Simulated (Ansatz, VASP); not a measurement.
**Two plane-wave programs on Mg5NiTe6**

```
CELL_PARAMETERS angstrom
4.21014 0.00000 0.00000
-2.10507 3.64609 0.00000
0.00000 0.00000 19.92399
ATOMIC_POSITIONS crystal
Mg 0.00000 0.00000 0.82676
Mg 0.00000 0.00000 0.17324
Mg 0.00000 0.00000 0.00000
Mg 0.00000 0.00000 0.34630
Mg 0.00000 0.00000 0.65370
Ni 0.00000 0.00000 0.50000
Te 0.33333 0.66667 0.91346
Te 0.33333 0.66667 0.25961
Te 0.33333 0.66667 0.56817
Te 0.66667 0.33333 0.08654
Te 0.66667 0.33333 0.43183
Te 0.66667 0.33333 0.74039
```

Alike in both runs: functional PBE; k mesh 6 × 6 × 1; occupations gaussian, width 0.1 eV; collinear spin.

Ansatz relaxed the structure, and its values are those at the end. VASP's run is a single point on that final structure, the one shown.

```csv
,VASP,Ansatz
version,VASP 6.6.1,Ansatz 0.2.0
potentials or method,"VASP PAW PBE potentials, release 64 (Mg, Ni, Te), cutoff 520 eV","scalar-relativistic, plane waves, PAW"
valence electrons in the cell,56,164
```

|  | VASP | Ansatz | Ansatz less VASP |
| --- | --- | --- | --- |
| gap on the k mesh at the Fermi level (eV) | 0.15 | 0.17 | +0.020 |
| least direct gap on the mesh (eV) | 0.15 | 0.17 | +0.021 |
| pressure (GPa) | 0.0 | 0.0 | +0.06 |
| rms of the force components (eV/Å) | 0.004 | 0.004 | +0.0003 |
| net moment per atom (μB) | 0.16 | 0.16 | +0.001 |
| size of the moment on the site where the two differ most (μB) | 1.01 | 1.05 | +0.031 |

Site moments also hang on the region over which each program counts them. VASP's potentials hold 56 valence electrons a cell and Ansatz's 164, so a difference there can come from the potentials and not from the codes.

Neither program's run includes spin-orbit coupling.
